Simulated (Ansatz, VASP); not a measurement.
# HfO2 in VASP and in Ansatz

```xyz
3
Lattice="0.1372 2.5965 2.5965 2.5965 0.1372 2.5965 2.5965 2.5965 0.1372" Properties=species:S:1:pos:R:3 pbc="T T T"
Hf    0.0000    0.0000    0.0000
O     1.3326    1.3326    1.3326
O     3.9977    3.9977    3.9977
```

Alike in both runs: task single point; functional PBE; k mesh 8 × 8 × 8; occupations gaussian, width 0.05 eV; no spin polarisation.

|  | VASP | Ansatz |
| --- | --- | --- |
| version | VASP 6.6.1 | Ansatz 0.2.0 |
| potentials or method | VASP PAW PBE potentials, release 64 (Hf_pv, O), cutoff 520 eV | scalar-relativistic, plane waves, PAW |
| valence electrons in the cell | 22 | 38 |

VASP gave:

- gap on the k mesh at the Fermi level (eV): 3.89
- least direct gap on the mesh (eV): 3.89
- pressure (GPa): 5.0
- traceless stress, the component that is largest in VASP (GPa): -4.06
- rms of the force components (eV/Å): 0.234

What did Ansatz give for the same quantities?

gap on the k mesh at the Fermi level (eV): 3.87; least direct gap on the mesh (eV): 3.87; pressure (GPa): 8.9; traceless stress, the component that is largest in VASP (GPa): -4.29; rms of the force components (eV/Å): 0.262.

Atom by atom the forces differ by 0.028 eV/Å (rms over components). VASP's potentials hold 22 valence electrons a cell and Ansatz's 38, so a difference there can come from the potentials and not from the codes.

Neither program's run includes spin-orbit coupling.
